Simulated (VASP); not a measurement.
Crystal: Sr2SO.

```
Sr S O
1.0
     4.04324    0.00000    0.00000
     0.00000    4.04324    0.00000
     0.00000    0.00000    5.71800
Sr S O
2 1 1
Direct
  0.00000 0.00000 0.00000
  0.50000 0.50000 0.50000
  0.00000 0.00000 0.50000
  0.50000 0.50000 0.00000
```

| Item | Value |
| --- | --- |
| Program | VASP 6.6.1 |
| Task | relaxation of cell and atoms |
| Functional | r2SCAN |
| Dispersion | rVV10 |
| Potentials or basis | VASP PAW PBE potentials, release 64 (Sr_sv, S, O) |
| Cutoff | 600 eV |
| k mesh | 6 × 6 × 4 |
| Occupations | gaussian, width 0.01 eV |
| Spin | no spin polarisation |

At the start: pressure -1.5 GPa; volume 23.37 Å³/atom.

Task: Where does the relaxation end?

Result: Over 3 steps the energy falls by 2.6 meV/atom and the volume is 22.81 Å³/atom (-2.4 %); space group P4/mmm (No. 123, to 0.1 Å) before and after.

Step by step:
| step | energy change (eV) | largest force (eV/Å) | pressure (GPa) | volume (Å³) |
| --- | --- | --- | --- | --- |
| 1 | 0.0000 | 0.0000 | -1.48 | 93.48 |
| 2 | -0.0095 | 0.0000 | 0.49 | 90.59 |
| 3 | -0.0105 | 0.0000 | 0.00 | 91.26 |

Final structure:
```cif
data_structure
_symmetry_space_group_name_H-M 'P 1'
_symmetry_Int_Tables_number 1
_cell_length_a 4.0102
_cell_length_b 4.0102
_cell_length_c 5.6744
_cell_angle_alpha 90.000
_cell_angle_beta 90.000
_cell_angle_gamma 90.000
_cell_volume 91.26
loop_
_atom_site_label
_atom_site_type_symbol
_atom_site_fract_x
_atom_site_fract_y
_atom_site_fract_z
_atom_site_occupancy
Sr1 Sr 0.00000 0.00000 0.00000 1
Sr2 Sr 0.50000 0.50000 0.50000 1
S1 S 0.00000 0.00000 0.50000 1
O1 O 0.50000 0.50000 0.00000 1
```

Caveat: the PAW data sets were made with another functional, which shifts forces and pressure a little.
